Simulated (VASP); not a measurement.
A run of VASP 6.6.1:

The input POSCAR:

```
PbF2
1.0
    0.0000000000      2.9604390429      2.9604390429
    2.9604390429      0.0000000000      2.9604390429
    2.9604390429      2.9604390429      0.0000000000
Pb F
1 2
Direct
    0.0000000000      0.0000000000      0.0000000000
    0.2500000000      0.2500000000      0.2500000000
    0.7500000000      0.7500000000      0.7500000000
```

Contents of INCAR.step1:

```
SYSTEM = PbF2
PREC = Accurate
ENCUT = 500
EDIFF = 1E-5
ISMEAR = 0
SIGMA = 0.02
LREAL = .False.
LASPH = .True.
NELM = 60
ALGO = Normal
ISIF = 2
LWAVE = .True.
LCHARG = .False.
GGA = PE
```

Contents of INCAR.step2:

```
SYSTEM = PbF2
PREC = Accurate
ENCUT = 500
EDIFF = 1E-8
ISMEAR = 0
SIGMA = 0.01
LREAL = .False.
LASPH = .True.
NELM = 60
ALGO = Normal
LWAVE = .True.
LCHARG = .False.
GGA = PE
LHFCALC = .True.
HFSCREEN = 0.2
PRECFOCK = Normal
ISTART = 1
```

File INCAR.step3:

```
SYSTEM = PbF2
PREC = Accurate
ENCUT = 500
EDIFF = 1E-8
ISMEAR = 0
SIGMA = 0.01
LREAL = .False.
LASPH = .True.
NELM = 1
ALGO = Exact
LWAVE = .True.
LCHARG = .False.
GGA = PE
LHFCALC = .True.
HFSCREEN = 0.2
PRECFOCK = Normal
ISTART = 1
NBANDS = 75
LOPTICS = .True.
```

INCAR.step4

```
SYSTEM = PbF2
PREC = Accurate
ENCUT = 500
EDIFF = 1E-8
ISMEAR = 0
SIGMA = 0.01
LREAL = .False.
LASPH = .True.
ALGO = EVGW0
LWAVE = .False.
LCHARG = .False.
GGA = PE
LHFCALC = .True.
HFSCREEN = 0.2
PRECFOCK = Fast
ISTART = 1
NELMGW = 1
NBANDS = 75
ENCUTGW = 80.0
NOMEGA = 96
NBANDSGW = 23
OMEGAMAX = 20
```

The input KPOINTS:

```
Automatic mesh
0
Gamma
  4 4 4
  0 0 0
```

Potentials or basis: VASP PAW PBE potentials, release 64 (Pb_d_GW, F_GW).

The run is started by

```sh
$ cat potpaw_PBE.64/Pb_d_GW/POTCAR potpaw_PBE.64/F_GW/POTCAR > POTCAR
$ cp INCAR.step1 INCAR
$ mpirun -np 1 vasp_std > vasp.out
$ cp INCAR.step2 INCAR
$ mpirun -np 1 vasp_std > vasp.out
$ cp INCAR.step3 INCAR
$ mpirun -np 1 vasp_std > vasp.out
$ cp INCAR.step4 INCAR
$ mpirun -np 1 vasp_std > vasp.out
```

Hardware: 1 thread of Intel(R) Xeon(R) 6975P-C (Granite Rapids) (shared host).

Problem. How long does it take, and how much memory?

Solution. It took 66 min on 1 thread of Intel(R) Xeon(R) 6975P-C (Granite Rapids), on a shared host, peak memory 0.9 GiB. Counts: k points 8.
